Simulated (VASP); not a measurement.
Input of a VASP 6.6.1 run:

File INCAR:

```
PREC     = Accurate       # precision mode
ENCUT    = 520            # plane-wave cutoff, eV
EDIFF    = 1E-7           # SCF threshold, eV
ISMEAR   = 0              # smearing method
SIGMA    = 0.05           # smearing width, eV
LREAL    = False          # projectors in reciprocal space
LASPH    = True           # aspherical terms in the spheres
NELM     = 150            # most SCF steps
ALGO     = Normal         # electronic algorithm
ISIF     = 2              # what is computed and relaxed
LWAVE    = False          # write WAVECAR
LCHARG   = False          # write CHGCAR
ISPIN    = 2              # spin polarisation
MAGMOM   = 0 0 0 0 2 2    # initial moments
LORBIT   = 11             # projections on sites
LMAXMIX  = 4              # l up to which the mixer works
GGA      = RP             # functional
IVDW     = 12             # dispersion correction
NBANDS   = 39             # bands
```

KPOINTS

```
regular mesh
0
Gamma
  8 8 2
```

The input POSCAR:

```
Te2Mo
1.0
    3.5636797614      0.0000000000      0.0000000000
   -1.7818398807      3.0862372043      0.0000000000
    0.0000000000      0.0000000000     14.7197071926
Te Mo
4 2
Direct
    0.3333333333      0.6666666667      0.6284395073
    0.6666666667      0.3333333333      0.1284395073
    0.3333333333      0.6666666667      0.8715604927
    0.6666666667      0.3333333333      0.3715604927
    0.3333333333      0.6666666667      0.2500000000
    0.6666666667      0.3333333333      0.7500000000
```

Potentials or basis: VASP PAW PBE potentials, release 64 (Te, Mo_sv).

The run is started by

```console
$ cat potpaw_PBE.64/Te/POTCAR potpaw_PBE.64/Mo_sv/POTCAR > POTCAR
$ mpirun -np 1 vasp_std > vasp.out
```

**Question.** Predict the net moment.

**Answer.** 0.00 μB per cell.

**Question.** What does it give for the largest force?

**Answer.** 0.864 eV/Å.

Forces in eV/Å, atoms in the order of the input:
```
Te   0.000  0.000  0.864
Te   0.000  0.000  0.864
Te   0.000  0.000 -0.864
Te   0.000  0.000 -0.864
Mo   0.000  0.000  0.000
Mo   0.000  0.000  0.000
```

Caveat: the PAW data sets were made with another functional, which shifts forces and pressure a little.
